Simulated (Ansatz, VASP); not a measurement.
Sb in VASP and in Ansatz

```
CELL_PARAMETERS angstrom
2.15913 -1.24657 3.81446
0.00000 2.49315 3.81446
-2.15913 -1.24657 3.81446
ATOMIC_POSITIONS crystal
Sb 0.23200 0.23200 0.23200
Sb 0.76800 0.76800 0.76800
```

Alike in both runs: task relaxation of cell and atoms; functional PBE; k mesh 11 × 11 × 11; occupations fermi-dirac, width 0.1 eV; no spin polarisation.

|  | VASP | Ansatz |
| --- | --- | --- |
| version | VASP 6.6.1 | Ansatz 0.2.0 |
| potentials or method | VASP PAW PBE potentials, release 64 (Sb) | PAW with Ansatz's default frozen-core files, scalar-relativistic |
| plane-wave cutoff (eV) | 600 | 420 |
| valence electrons in the cell | 10 | 30 |

VASP gave:

| Property | Result |
| --- | --- |
| relaxed volume (Å³/atom) | 31.75 |
| relaxed cell length with the largest relative difference (Å) | 4.587 |

Problem. Estimate Ansatz's values.

Solution. Relaxed volume (Å³/atom): 31.83; relaxed cell length with the largest relative difference (Å): 4.597.

VASP's potentials hold 10 valence electrons a cell and Ansatz's 30, so a difference there can come from the potentials and not from the codes.

Neither program's run includes spin-orbit coupling.
